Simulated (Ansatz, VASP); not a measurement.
Nb: VASP beside Ansatz

Contents of INCAR:

```
PREC     = Accurate       # precision mode
ENCUT    = 520            # plane-wave cutoff, eV
EDIFF    = 1E-7           # SCF threshold, eV
ISMEAR   = -1             # smearing method
SIGMA    = 0.1            # smearing width, eV
LREAL    = F              # projectors in reciprocal space
LASPH    = T              # aspherical terms in the spheres
NELM     = 60             # most SCF steps
ALGO     = Normal         # electronic algorithm
ISIF     = 2              # what is computed and relaxed
LWAVE    = F              # write WAVECAR
LCHARG   = T              # write CHGCAR
GGA      = RP             # functional
LELF     = T              # ELF
LVHAR    = T            
NBANDS   = 12             # bands
```

The input KPOINTS:

```
Automatic mesh
0
Gamma
  22 22 22
```

File POSCAR:

```
Nb
1.0
   -1.7284629554      1.7284629554      1.7284629554
    1.7284629554     -1.7284629554      1.7284629554
    1.7284629554      1.7284629554     -1.7284629554
Nb
1
Direct
    0.0000000000      0.0000000000      0.0000000000
```

Input for Ansatz:

```yaml
crystal:
  lattice:
    - [-1.7284629554, 1.7284629554, 1.7284629554]
    - [1.7284629554, -1.7284629554, 1.7284629554]
    - [1.7284629554, 1.7284629554, -1.7284629554]
  atoms:
    - { symbol: Nb, position: [0.0, 0.0, 0.0] }
hamiltonian:
  xc: rpbe
  pseudopotentials:
    kind: paw
    azcp:
      Nb: "pseudopotentials/Nb.paw.azcp"
basis:
  ecutwfc: 420
  fft_grid_basis: typed
kpoints:
  mp_grid: { grid: [22, 22, 22], shift: [0, 0, 0] }
magnetization:
  spin_polarized: false
scf:
  occupations: { method: fermi_dirac, width: 0.1 }
output:
  stress: true
```

Alike in both runs: task single point; functional RPBE; k mesh 22 × 22 × 22; occupations fermi-dirac, width 0.1 eV; no spin polarisation.

|  | VASP | Ansatz |
| --- | --- | --- |
| version | VASP 6.6.1 | Ansatz 0.2.0 |
| potentials or method | VASP PAW PBE potentials, release 64 (Nb_sv), cutoff 520 eV | plane waves (420 eV) with PAW, scalar-relativistic |
| valence electrons in the cell | 13 | 13 |

|  | VASP | Ansatz | Ansatz less VASP |
| --- | --- | --- | --- |
| pressure (GPa) | -14.9 | -14.6 | +0.24 |

VASP's potentials were made for PBE, not for RPBE.
